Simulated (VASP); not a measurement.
# Si (Fm-3m) in VASP: a series of runs

Runs on Si. Level: PBE. Tasks: single point.

Everything below comes from runs of VASP 6.6.1. Logs are shortened: lines on timing, memory, paths and dates and some standing lists are left out, and cuts for length are marked.

**1. The cell of the first run**

It takes space group Fm-3m (No. 225, cubic). The conventional cell has a = 3.466 Å, b = 3.466 Å, c = 3.466 Å, α = 90.00°, β = 90.00°, γ = 90.00°. Within 3.2 Å of Si (site symmetry m-3m) lie 12 Si at 2.45 Å.

**2. Single point, PBE (volume scaled by 0.720)**

INCAR reads:

```
SYSTEM = Si
PREC = Accurate
ENCUT = 520
EDIFF = 1E-6
ISMEAR = 0
SIGMA = 0.05
LREAL = .FALSE.
LASPH = .TRUE.
NELM = 60
ALGO = Normal
ISIF = 2
LWAVE = .FALSE.
LCHARG = .FALSE.
GGA = PE
NBANDS = 8
```

KPOINTS reads:

```
Automatic mesh
0
G
  22 22 22
  0 0 0
```

POSCAR reads:

```
Si
1.0
    0.0000000000      1.7329454348      1.7329454348
    1.7329454348      0.0000000000      1.7329454348
    1.7329454348      1.7329454348      0.0000000000
Si
1
Direct
    0.0000000000      0.0000000000      0.0000000000
```

Potentials or basis: VASP PAW PBE potentials, release 64 (Si).

Command:

```sh
> cat potpaw_PBE.64/Si/POTCAR > POTCAR
> mpirun -np 1 vasp_std > vasp.out
```

OUTCAR:

```text
SYSTEM = Si
   PREC = Accurate
   ENCUT = 520
   EDIFF = 1E-6
   ISMEAR = 0
   LREAL = .FALSE.
   LASPH = .TRUE.
   NELM = 60
   ISIF = 2
   GGA = PE

 ion  position               nearest neighbor table
   1  0.000  0.000  0.000-

  LATTYP: Found a face centered cubic cell.
 ALAT       =     3.4658908696

  Lattice vectors:

 A1 = (   0.0000000000,   1.7329454348,   1.7329454348)
 A2 = (   1.7329454348,   0.0000000000,   1.7329454348)
 A3 = (   1.7329454348,   1.7329454348,   0.0000000000)

Analysis of symmetry for initial positions (statically):
=====================================================================
 Subroutine PRICEL returns:
 Original cell was already a primitive cell.

 Routine SETGRP: Setting up the symmetry group for a
 face centered cubic supercell.

 Subroutine GETGRP returns: Found 48 space group operations
 (whereof 48 operations were pure point group operations)
 out of a pool of 48 trial point group operations.

The static configuration has the point symmetry O_h .

Analysis of symmetry for dynamics (positions and initial velocities):
=====================================================================
 Subroutine PRICEL returns:
 Original cell was already a primitive cell.

 Routine SETGRP: Setting up the symmetry group for a
 face centered cubic supercell.

 Subroutine GETGRP returns: Found 48 space group operations
 (whereof 48 operations were pure point group operations)
 out of a pool of 48 trial point group operations.

The dynamic configuration has the point symmetry O_h .

 Subroutine INISYM returns: Found 48 space group operations
 (whereof 48 operations are pure point group operations),
 and found     1 'primitive' translations

----------------------------------------------------------------------------------------

                                     Primitive cell

  volume of cell :      10.4084

  direct lattice vectors                    reciprocal lattice vectors
     0.000000000  1.732945435  1.732945435    -0.288526107  0.288526107  0.288526107
     1.732945435  0.000000000  1.732945435     0.288526107 -0.288526107  0.288526107
     1.732945435  1.732945435  0.000000000     0.288526107  0.288526107 -0.288526107

  length of vectors
     2.450754937  2.450754937  2.450754937     0.499741877  0.499741877  0.499741877

  position of ions in fractional coordinates (direct lattice)
     0.000000000  0.000000000  0.000000000
[... 76 lines left out ...]
   EDIFF  = 0.1E-05   stopping-criterion for ELM
   LREAL  =      F    real-space projection
   EDIFFG = 0.1E-04   stopping-criterion for IOM
   NSW    =      0    number of steps for IOM
   IBRION =     -1    ionic relax: 0-MD 1-quasi-New 2-CG
   NFREE  =      0    steps in history (QN), initial steepest desc. (CG)
   ISIF   =      2    stress and relaxation
   ISYM   =      2    0-nonsym 1-usesym 2-fastsym
   POTIM  = 0.5000    time-step for ionic-motion
   TEBEG  =    0.0;   TEEND  =   0.0 temperature during run
   PSTRESS=    0.0 pullay stress
   NELECT =       4.0000    total number of electrons
   NUPDOWN=      -1.0000    fix difference up-down
   EMIN   =  10.00;   EMAX   =-10.00  energy-range for DOS
   EFERMI =   0.00;   METHOD = LEGACY
   ISMEAR =     0;   SIGMA  =   0.05  broadening in eV -4-tet -1-fermi 0-gaus
   EFERMI_NEDOS =   21; number of points for ismear=-14 and -15
   IALGO  =     38    algorithm
   IMIX   =      4    mixing-type and parameters
     AMIX     =   0.40;   BMIX     =  1.00
     AMIX_MAG =   1.60;   BMIX_MAG =  1.00
  volume/ion in A,a.u.               =      10.41        70.24
  Fermi-wavevector in a.u.,A,eV,Ry     =   1.190237  2.249221 19.274870  1.416663
  Thomas-Fermi vector in A             =   2.326326
   LORBIT       =      0    0 simple, 1 ext, 2 COOP (PROOUT), +10 PAW based schemes
   GGA     = PE    functional components
   LHFCALC =     F    Hartree Fock is set to
   AEXX    =    0.0000 exact exchange contribution
   IVDW    =     0    specifies the selected vdW correction
   LEPSILON=     F    determine dielectric tensor
   LRPA    =     F    only Hartree local field effects (RPA)
 non-spin polarized calculation
 Gauss-broadening in eV      SIGMA  =   0.05
  energy-cutoff  :      520.00
  volume of cell :       10.41
 maximum number of plane-waves:       295
   NGX =  9   NGY =  9   NGZ =  9

 number of electron       4.0000000 magnetization

 Free energy of the ion-electron system (eV)
  ---------------------------------------------------
  ext. energy  EPLUGINS =         0.00000000
  ---------------------------------------------------
  free energy    TOTEN  =        -4.36579883 eV

  energy without entropy =       -4.36524271  energy(sigma->0) =       -4.36552077

 E-fermi :  15.1416     XC(G=0): -12.5784

 val. band max:       15.1184212819   @ k =  -0.2273   0.3182   0.0909
 cond. band min:      15.1464884680   @ k =  -0.4091   0.3636   0.1364
 fundamental gap:      0.0280671861
 Fermi energy:        15.1416113752

 k-point     1 :       0.0000    0.0000    0.0000
  band No.  band energies     occupation
      1      -2.7347      2.00000
      2      28.4265      0.00000
      3      28.4265      0.00000
      4      28.4265      0.00000
      5      30.8726      0.00000
      6      30.8726      0.00000
      7      30.8726      0.00000
      8      34.5623      0.00000
[... 243 lines left out ...]
 k-point    24 :      -0.4545    0.0455    0.0000
  band No.  band energies     occupation
      1       5.1210      2.00000
      2       7.2856      2.00000
      3      25.1281      0.00000
      4      26.2579      0.00000
      5      28.0557      0.00000
      6      28.1290      0.00000
      7      32.9566      0.00000
      8      33.9605      0.00000

 [... further k-points ...]

------------------------ aborting loop because EDIFF is reached ----------------------------------------

  FORCE on cell =-STRESS in cart. coord.  units (eV):
  Direction    XX          YY          ZZ          XY          YZ          ZX
  --------------------------------------------------------------------------------------
  -------------------------------------------------------------------------------------
  Total        3.5644502      3.5644502      3.5644502     -0.0000000      0.0000000      0.0000000
  in kB      548.6791689    548.6791689    548.6791689     -0.0000000      0.0000000      0.0000000
  external PRESSURE =     548.6791689 kB  Pullay stress =       0.0000000 kB

 VOLUME and BASIS-vectors are now :
 -----------------------------------------------------------------------------
  energy-cutoff  :      520.00
  volume of cell :       10.41
      direct lattice vectors                 reciprocal lattice vectors
     0.000000000  1.732945435  1.732945435    -0.288526107  0.288526107  0.288526107
     1.732945435  0.000000000  1.732945435     0.288526107 -0.288526107  0.288526107
     1.732945435  1.732945435  0.000000000     0.288526107  0.288526107 -0.288526107

 POSITION                                       TOTAL-FORCE (eV/Angst)
 -----------------------------------------------------------------------------------
      0.00000      0.00000      0.00000         0.000000      0.000000      0.000000
 -----------------------------------------------------------------------------------
    total drift:                                0.000000      0.000000     -0.000000

  FREE ENERGIE OF THE ION-ELECTRON SYSTEM (eV)
  ---------------------------------------------------
  free  energy   TOTEN  =        -4.3657988317 eV

  energy  without entropy=       -4.3652427137  energy(sigma->0) =       -4.36552077
```

Wall time 12 s (1 thread of Intel Xeon Platinum 8375C at 2.90GHz (Ice Lake), shared host); peak memory 0.13 GiB.

What came out:

- Free energy: -4.3658 eV
- Pressure: 54.9 GPa
- Band gap on the k mesh: zero (band 2 reaches 28.43 eV, above the bottom of band 3 at 11.82 eV)

**3. Single point, PBE (volume scaled by 0.960)**

INCAR reads:

```
SYSTEM = Si
PREC = Accurate
ENCUT = 520
EDIFF = 1E-6
ISMEAR = 0
SIGMA = 0.05
LREAL = .FALSE.
LASPH = .TRUE.
NELM = 100
ALGO = Normal
ISIF = 2
LWAVE = .FALSE.
LCHARG = .TRUE.
GGA = PE
LELF = .TRUE.
LVHAR = .TRUE.
NBANDS = 8
```

KPOINTS reads:

```
regular mesh
0
G
  20 20 20
  0 0 0
```

POSCAR reads:

```
Si
1.0
    0.0000000000      1.9073532507      1.9073532507
    1.9073532507      0.0000000000      1.9073532507
    1.9073532507      1.9073532507      0.0000000000
Si
1
Direct
    0.0000000000      0.0000000000      0.0000000000
```

Potentials or basis: VASP PAW PBE potentials, release 64 (Si).

Command:

```sh
> cat potpaw_PBE.64/Si/POTCAR > POTCAR
> mpirun -np 1 vasp_std > vasp.out
```

Wall time 11 s (1 thread of Intel Xeon Platinum 8375C at 2.90GHz (Ice Lake), shared host); peak memory 0.13 GiB.

Results (log left out):

| Quantity | Value |
| --- | --- |
| Free energy | -4.8827 eV |
| Pressure | 3.6 GPa |
| Band gap on the k mesh | zero (band 2 reaches 22.39 eV, above the bottom of band 3 at 7.58 eV) |

Levels at points of the mesh, in eV from the Fermi level:
| k point | band 1 | band 2 | band 3 | band 4 | band 5 | band 6 | band 7 |
| --- | --- | --- | --- | --- | --- | --- | --- |
| (0.00, 0.00, 0.00) | -14.91 | 11.59 | 11.59 | 11.59 | 12.03 | 12.03 | 12.03 |
| (0.50, 0.00, 0.00) | -7.80 | -7.29 | 8.88 | 8.88 | 10.91 | 10.91 | 13.70 |
| (0.50, 0.50, 0.00) | -5.63 | -4.60 | 3.25 | 3.25 | 4.26 | 7.00 | 25.12 |
